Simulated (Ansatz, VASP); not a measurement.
Ga: VASP beside Ansatz

```
CELL_PARAMETERS angstrom
1.38300 -4.02650 0.00000
1.38300 4.02650 0.00000
-0.11745 0.00000 3.36323
ATOMIC_POSITIONS crystal
Ga 0.86900 0.13100 0.25000
Ga 0.13100 0.86900 0.75000
```

Change from the starting cell: zz strain of +1 %, crystal datasets.

Alike in both runs: task electric field gradients; functional PBE; k mesh 14 × 14 × 11; occupations fermi-dirac, width 0.03 eV; no spin polarisation.

|  | VASP | Ansatz |
| --- | --- | --- |
| version | VASP 6.6.1 | Ansatz 0.2.0 |
| potentials or method | VASP PAW PBE potentials, release 64 (Ga_d), cutoff 520 eV | all-electron PAW with datasets made for the crystal, scalar-relativistic |

Ansatz gave:

| Property | Result |
| --- | --- |
| pressure (GPa) | 1.2 |
| traceless stress, the component that is largest in VASP (GPa) | -0.53 |
| rms of the force components (eV/Å) | 0.099 |
| size of Vzz on the site where it differs most (V/Å²) | 27.2 |

Q: What did VASP give for the same quantities?

A: Pressure (GPa): 1.3; traceless stress, the component that is largest in VASP (GPa): -0.55; rms of the force components (eV/Å): 0.100; size of Vzz on the site where it differs most (V/Å²): 25.3.

Atom by atom the forces differ by 0.001 eV/Å (rms over components). Ansatz ran all-electron here, and VASP with PAW potentials.
